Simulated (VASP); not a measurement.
# Rb (Im-3m) in VASP: a series of runs

The runs below take Rb through single point, relaxation of cell and atoms, with LDA.

All numbers are computed with VASP 6.6.1; they aren't measurements. Logs are shortened: lines on timing, memory, paths and dates and some standing lists are left out, and cuts for length are marked.

## (1) The cell of the first run

Symmetry: Im-3m, No. 229, cubic system. The conventional cell has a = 5.378 Å, b = 5.378 Å, c = 5.378 Å, α = 90.00°, β = 90.00°, γ = 90.00°.

## (2) Single point, LDA

Contents of INCAR:

```
PREC = Accurate ; ENCUT = 520
EDIFF = 1E-6 ; ISMEAR = -1
SIGMA = 0.02 ; LREAL = F
LASPH = T ; NELM = 100
ALGO = Normal ; ISIF = 2
LWAVE = F ; LCHARG = T
LELF = T ; LVHAR = T
NBANDS = 10
```

Contents of KPOINTS:

```
Automatic mesh
0
Gamma
  7 7 7
```

Contents of POSCAR:

```
Rb
1.0
   -2.6891990508      2.6891990508      2.6891990508
    2.6891990508     -2.6891990508      2.6891990508
    2.6891990508      2.6891990508     -2.6891990508
Rb
1
Direct
    0.0000000000      0.0000000000      0.0000000000
```

Potentials or basis: VASP PAW LDA potentials, release 64 (Rb_sv).

Command:

```bash
$ cat potpaw_LDA.64/Rb_sv/POTCAR > POTCAR
$ mpirun -np 1 vasp_std > vasp.out
```

OUTCAR:

```text
PREC = Accurate
   ENCUT = 520
   EDIFF = 1E-6
   ISMEAR = -1
   LREAL = F
   LASPH = T
   NELM = 100
   ISIF = 2

 ion  position               nearest neighbor table
   1  0.000  0.000  0.000-

  LATTYP: Found a body centered cubic cell.
 ALAT       =     5.3783981016

  Lattice vectors:

 A1 = (  -2.6891990508,   2.6891990508,   2.6891990508)
 A2 = (   2.6891990508,  -2.6891990508,   2.6891990508)
 A3 = (   2.6891990508,   2.6891990508,  -2.6891990508)

Analysis of symmetry for initial positions (statically):
=====================================================================
 Subroutine PRICEL returns:
 Original cell was already a primitive cell.

 Routine SETGRP: Setting up the symmetry group for a
 body centered cubic supercell.

 Subroutine GETGRP returns: Found 48 space group operations
 (whereof 48 operations were pure point group operations)
 out of a pool of 48 trial point group operations.

The static configuration has the point symmetry O_h .

Analysis of symmetry for dynamics (positions and initial velocities):
=====================================================================
 Subroutine PRICEL returns:
 Original cell was already a primitive cell.

 Routine SETGRP: Setting up the symmetry group for a
 body centered cubic supercell.

 Subroutine GETGRP returns: Found 48 space group operations
 (whereof 48 operations were pure point group operations)
 out of a pool of 48 trial point group operations.

The dynamic configuration has the point symmetry O_h .

 Subroutine INISYM returns: Found 48 space group operations
 (whereof 48 operations are pure point group operations),
 and found     1 'primitive' translations

----------------------------------------------------------------------------------------

                                     Primitive cell

  volume of cell :      77.7909

  direct lattice vectors                    reciprocal lattice vectors
    -2.689199051  2.689199051  2.689199051     0.000000000  0.185928966  0.185928966
     2.689199051 -2.689199051  2.689199051     0.185928966  0.000000000  0.185928966
     2.689199051  2.689199051 -2.689199051     0.185928966  0.185928966  0.000000000

  length of vectors
     4.657829388  4.657829388  4.657829388     0.262943266  0.262943266  0.262943266

  position of ions in fractional coordinates (direct lattice)
     0.000000000  0.000000000  0.000000000

  ion indices of the primitive-cell ions
   primitive index   ion index
                 1           1

----------------------------------------------------------------------------------------

 KPOINTS: Automatic mesh

Automatic generation of k-mesh.
 Grid dimensions read from file:
 generate k-points for:    7    7    7

 Generating k-lattice:

  Cartesian coordinates                     Fractional coordinates (reciprocal lattice)
     0.000000000  0.026561281  0.026561281     0.142857143  0.000000000  0.000000000
     0.026561281  0.000000000  0.026561281     0.000000000  0.142857143  0.000000000
     0.026561281  0.026561281  0.000000000     0.000000000  0.000000000  0.142857143

  Length of vectors
     0.037563324  0.037563324  0.037563324

  Shift w.r.t. Gamma in fractional coordinates (k-lattice)
     0.000000000  0.000000000  0.000000000

 Subroutine IBZKPT returns following result:
 ===========================================

 Found     20 irreducible k-points:

 Following reciprocal coordinates:
            Coordinates               Weight
  0.000000  0.000000  0.000000      1.000000
  0.142857  0.000000  0.000000     12.000000
  0.285714  0.000000  0.000000     12.000000
  0.428571  0.000000  0.000000     12.000000
  0.142857  0.142857  0.000000     24.000000
  0.285714  0.142857  0.000000     48.000000
[... 12 lines left out ...]
 -0.428571 -0.428571  0.285714      8.000000
 -0.428571  0.428571  0.428571      6.000000
   k-points           NKPTS =     20   k-points in BZ     NKDIM =     20   number of bands    NBANDS=     10
   number of dos      NEDOS =    301   number of ions     NIONS =      1
   total plane-waves  NPLWV =  46656
   dimension x,y,z NGX =    36 NGY =   36 NGZ =   36
   dimension x,y,z NGXF=    72 NGYF=   72 NGZF=   72
   ions per type =               1
   NGX,Y,Z   is equivalent  to a cutoff of  12.85, 12.85, 12.85 a.u.
   NGXF,Y,Z  is equivalent  to a cutoff of  25.70, 25.70, 25.70 a.u.
 SYSTEM =  unknown system
   PREC   = accura    normal or accurate (medium, high low for compatibility)
   ISTART =      0    job   : 0-new  1-cont  2-samecut
   ICHARG =      2    charge: 1-file 2-atom 10-const
   ISPIN  =      1    spin polarized calculation?
   LNONCOLLINEAR =      F non collinear calculations
   LSORBIT =      F    spin-orbit coupling
   LASPH  =      T    aspherical Exc in radial PAW
   ENCUT  =  520.0 eV  38.22 Ry    6.18 a.u.   8.66  8.66  8.66*2*pi/ulx,y,z
   NELM   =    100;   NELMIN=  2; NELMDL= -5     # of ELM steps
   EDIFF  = 0.1E-05   stopping-criterion for ELM
   LREAL  =      F    real-space projection
   EDIFFG = 0.1E-04   stopping-criterion for IOM
   NSW    =      0    number of steps for IOM
   IBRION =     -1    ionic relax: 0-MD 1-quasi-New 2-CG
   NFREE  =      0    steps in history (QN), initial steepest desc. (CG)
   ISIF   =      2    stress and relaxation
   ISYM   =      2    0-nonsym 1-usesym 2-fastsym
   POTIM  = 0.5000    time-step for ionic-motion
   TEBEG  =    0.0;   TEEND  =   0.0 temperature during run
   PSTRESS=    0.0 pullay stress
   NELECT =       9.0000    total number of electrons
   NUPDOWN=      -1.0000    fix difference up-down
   EMIN   =  10.00;   EMAX   =-10.00  energy-range for DOS
   EFERMI =   0.00;   METHOD = LEGACY
   ISMEAR =    -1;   SIGMA  =   0.02  broadening in eV -4-tet -1-fermi 0-gaus
   EFERMI_NEDOS =   21; number of points for ismear=-14 and -15
   IALGO  =     38    algorithm
   IMIX   =      4    mixing-type and parameters
     AMIX     =   0.40;   BMIX     =  1.00
     AMIX_MAG =   1.60;   BMIX_MAG =  1.00
  volume/ion in A,a.u.               =      77.79       524.96
  Fermi-wavevector in a.u.,A,eV,Ry     =   0.797712  1.507457  8.657989  0.636344
  Thomas-Fermi vector in A             =   1.904482
   LORBIT       =      0    0 simple, 1 ext, 2 COOP (PROOUT), +10 PAW based schemes
   GGA     = CA    functional components
   LHFCALC =     F    Hartree Fock is set to
   AEXX    =    0.0000 exact exchange contribution
   IVDW    =     0    specifies the selected vdW correction
   LEPSILON=     F    determine dielectric tensor
   LRPA    =     F    only Hartree local field effects (RPA)
 non-spin polarized calculation
  energy-cutoff  :      520.00
  volume of cell :       77.79
 maximum number of plane-waves:      2123
   NGX = 17   NGY = 17   NGZ = 17

 number of electron       9.0000000 magnetization

 Free energy of the ion-electron system (eV)
  ---------------------------------------------------
  ext. energy  EPLUGINS =         0.00000000
  ---------------------------------------------------
  free energy    TOTEN  =        -1.06303404 eV

  energy without entropy =       -1.06144987  energy(sigma->0) =       -1.06224196

 E-fermi :   0.1356     XC(G=0):  -6.0930

 val. band max:        0.1115201362   @ k =  -0.2857   0.4286   0.1429
 cond. band min:       0.2541547743   @ k =  -0.4286   0.4286   0.1429
 fundamental gap:      0.1426346382
 Fermi energy:         0.1355955962

 k-point     1 :       0.0000    0.0000    0.0000
  band No.  band energies     occupation
      1     -28.5647      2.00000
      2     -12.6436      2.00000
      3     -12.6436      2.00000
      4     -12.6436      2.00000
      5      -2.0449      2.00000
      6       3.8713      0.00000
      7       3.8713      0.00000
      8       3.8713      0.00000
      9       4.9666      0.00000
     10       4.9666      0.00000

 k-point     2 :       0.1429    0.0000    0.0000
  band No.  band energies     occupation
      1     -28.5630      2.00000
      2     -12.6764      2.00000
      3     -12.6540      2.00000
      4     -12.6437      2.00000
      5      -1.7668      2.00000
      6       3.4604      0.00000
      7       3.5567      0.00000
      8       4.1404      0.00000
      9       4.6685      0.00000
     10       4.9036      0.00000

 k-point     3 :       0.2857    0.0000    0.0000
  band No.  band energies     occupation
      1     -28.5591      2.00000
      2     -12.7482      2.00000
      3     -12.6772      2.00000
      4     -12.6439      2.00000
      5      -1.0017      2.00000
      6       2.4073      0.00000
      7       3.0471      0.00000
      8       4.8082      0.00000
      9       4.9216      0.00000
     10       4.9555      0.00000

 k-point     4 :       0.4286    0.0000    0.0000
  band No.  band energies     occupation
      1     -28.5560      2.00000
      2     -12.8040      2.00000
      3     -12.6957      2.00000
      4     -12.6441      2.00000
      5       0.0116      1.99594
      6       1.4092      0.00000
      7       2.7380      0.00000
      8       4.7099      0.00000
      9       5.3539      0.00000
     10       6.1390      0.00000

 k-point     5 :       0.1429    0.1429    0.0000
  band No.  band energies     occupation
      1     -28.5602      2.00000
      2     -12.7255      2.00000
      3     -12.6666      2.00000
      4     -12.6512      2.00000
      5      -1.2420      2.00000
      6       2.8134      0.00000
      7       3.0603      0.00000
      8       4.5010      0.00000
      9       4.6143      0.00000
     10       5.2486      0.00000

 k-point     6 :       0.2857    0.1429    0.0000
  band No.  band energies     occupation
      1     -28.5567      2.00000
      2     -12.7789      2.00000
      3     -12.6948      2.00000
      4     -12.6543      2.00000
      5      -0.3173      2.00000
      6       1.9153      0.00000
      7       2.6229      0.00000
      8       4.5858      0.00000
      9       5.1605      0.00000
     10       5.5623      0.00000
[... 131 lines left out ...]
 k-point    17 :      -0.2857    0.2857    0.2857
  band No.  band energies     occupation
      1     -28.5542      2.00000
      2     -12.7441      2.00000
      3     -12.7142      2.00000
      4     -12.7142      2.00000
      5      -0.0855      1.99997
      6       2.1792      0.00000
      7       3.3440      0.00000
      8       3.3440      0.00000
      9       4.3745      0.00000
     10       5.1369      0.00000

 k-point    18 :      -0.4286    0.4286    0.2857
  band No.  band energies     occupation
      1     -28.5516      2.00000
      2     -12.7757      2.00000
      3     -12.7345      2.00000
      4     -12.7179      2.00000
      5       0.7919      0.00000
      6       1.5621      0.00000
      7       3.0187      0.00000
      8       3.3479      0.00000
      9       4.3332      0.00000
     10       6.0145      0.00000

 k-point    19 :      -0.4286   -0.4286    0.2857
  band No.  band energies     occupation
      1     -28.5503      2.00000
      2     -12.7648      2.00000
      3     -12.7648      2.00000
      4     -12.7226      2.00000
      5       1.3243      0.00000
      6       1.3243      0.00000
      7       2.5412      0.00000
      8       4.0735      0.00000
      9       4.0735      0.00000
     10       5.8398      0.00000

 k-point    20 :      -0.4286    0.4286    0.4286
  band No.  band energies     occupation
      1     -28.5491      2.00000
      2     -12.7616      2.00000
      3     -12.7558      2.00000
      4     -12.7558      2.00000
      5       1.1982      0.00000
      6       1.4053      0.00000
      7       3.5596      0.00000
      8       3.7131      0.00000
      9       3.7131      0.00000
     10       6.2528      0.00000

------------------------ aborting loop because EDIFF is reached ----------------------------------------

  FORCE on cell =-STRESS in cart. coord.  units (eV):
  Direction    XX          YY          ZZ          XY          YZ          ZX
  --------------------------------------------------------------------------------------
  -------------------------------------------------------------------------------------
  Total       -0.0103393     -0.0103393     -0.0103393      0.0000000      0.0000000     -0.0000000
  in kB       -0.2129481     -0.2129481     -0.2129481      0.0000000      0.0000000     -0.0000000
  external PRESSURE =      -0.2129481 kB  Pullay stress =       0.0000000 kB

 VOLUME and BASIS-vectors are now :
 -----------------------------------------------------------------------------
  energy-cutoff  :      520.00
  volume of cell :       77.79
      direct lattice vectors                 reciprocal lattice vectors
    -2.689199051  2.689199051  2.689199051     0.000000000  0.185928966  0.185928966
     2.689199051 -2.689199051  2.689199051     0.185928966  0.000000000  0.185928966
     2.689199051  2.689199051 -2.689199051     0.185928966  0.185928966  0.000000000

 POSITION                                       TOTAL-FORCE (eV/Angst)
 -----------------------------------------------------------------------------------
      0.00000      0.00000      0.00000        -0.000000      0.000000      0.000000
 -----------------------------------------------------------------------------------
    total drift:                               -0.000000      0.000000      0.000000

  FREE ENERGIE OF THE ION-ELECTRON SYSTEM (eV)
  ---------------------------------------------------
  free  energy   TOTEN  =        -1.0630340424 eV

  energy  without entropy=       -1.0614498729  energy(sigma->0) =       -1.06224196
```

Wall time 10 s (1 thread of Intel Xeon 6975P-C, shared host); peak memory 0.16 GiB.

Results:

```
Free energy : -1.0630 eV
Pressure    : 0.0 GPa
```

## (3) Relaxation of cell and atoms, LDA

This run uses another cell than the first one, of 88.04 Å³/atom, 1.132 times its volume.

Contents of INCAR:

```
SYSTEM = Rb
  PREC = Accurate
  ENCUT = 600
  EDIFF = 1E-6
  ISMEAR = -1
  SIGMA = 0.02
  LREAL = .FALSE.
  LASPH = .TRUE.
  NELM = 80
  ALGO = Normal
  ISIF = 3
  LWAVE = .FALSE.
  LCHARG = .FALSE.
  GGA = CA
  IBRION = 2
  NSW = 80
  EDIFFG = -0.03
```

Contents of KPOINTS:

```
regular mesh
0
G
  7 7 7
  0 0 0
```

Contents of POSCAR:

```
Rb
1.0
   -2.8025000000      2.8025000000      2.8025000000
    2.8025000000     -2.8025000000      2.8025000000
    2.8025000000      2.8025000000     -2.8025000000
Rb
1
Direct
    0.0000000000      0.0000000000      0.0000000000
```

Potentials or basis: VASP PAW LDA potentials, release 64 (Rb_sv).

Command:

```bash
$ cat potpaw_LDA.64/Rb_sv/POTCAR > POTCAR
$ mpirun -np 1 vasp_std > vasp.out
```

Wall time 42 s (1 thread of Intel Xeon 6975P-C, shared host); peak memory 0.2 GiB.

The run converged. Its results:

```
Free energy                            : -1.0631 eV
Relaxed volume                         : 77.81 Å³/atom
Relaxed cell                           : a = 4.658 Å, b = 4.658 Å, c = 4.658 Å, α = 109.47°, β = 109.47°, γ = 109.47°
Space group after relaxing (to 0.05 Å) : Im-3m (No. 229)
Energy gained by relaxing              : 13.4 meV/atom
Ionic steps                            : 4
Pressure after relaxing                : 0.0 GPa
```

The path:
```
step  energy change (eV)  largest force (eV/Å)  pressure (GPa)  volume (Å³)
   1              0.0000                0.0000           -0.36        88.04
   2             -0.0053                0.0000           -0.30        85.52
   3             -0.0128                0.0000           -0.08        79.66
   4             -0.0134                0.0000           -0.02        77.81
```

Final structure:
```yaml
crystal:
  lattice:
    - [-2.68947, 2.68947, 2.68947]
    - [2.68947, -2.68947, 2.68947]
    - [2.68947, 2.68947, -2.68947]
  atoms:
    - { symbol: Rb, position: [0.00000, 0.00000, 0.00000] }
```

Levels at points of the mesh, in eV from the Fermi level:
| k point | band 1 | band 2 | band 3 | band 4 | band 5 | band 6 | band 7 | band 8 |
| --- | --- | --- | --- | --- | --- | --- | --- | --- |
| (0.00, 0.00, 0.00) | -28.70 | -12.78 | -12.78 | -12.78 | -2.18 | 3.74 | 3.74 | 3.74 |

Caveat: the volume moved by -12 % from the deposited cell, more than functionals usually miss. LDA usually gives volumes a few per cent too small.
